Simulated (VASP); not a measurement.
Input of a VASP 6.6.1 run:

Contents of INCAR:

```
SYSTEM = Y
  ALGO = Normal
  EDIFF = 1E-6
  ENCUT = 520
  ISIF = 2
  ISMEAR = -1
  ISYM = 0
  LASPH = .TRUE.
  LCHARG = .TRUE.
  LELF = .TRUE.
  LREAL = .FALSE.
  LVHAR = .TRUE.
  LWAVE = .FALSE.
  NBANDS = 18
  NELM = 100
  PREC = Accurate
  SIGMA = 0.1
```

The input KPOINTS:

```
k-points
0
G
  10 10 7
  0 0 0
```

POSCAR

```
Y
1.0
   -1.9530435834      2.3821280543      1.7432648006
    2.3821280543     -1.9530435834      1.7432648006
    3.8527976435      3.8527976435     -0.9573958061
Y
2
Direct
    0.0416518450      0.9583481550      1.0000000000
    0.7083481550      0.2916518450      0.5000000000
```

Potentials or basis: VASP PAW LDA potentials, release 64 (Y_sv).

Command:

```bash
$ cat potpaw_LDA.64/Y_sv/POTCAR > POTCAR
$ mpirun -np 1 vasp_std > vasp.out
```

Problem. Estimate the band gap on the k mesh.

Solution. Zero (bands 11 and 12 overlap by 1.75 eV).

Problem. Predict the pressure.

Solution. -0.2 GPa.
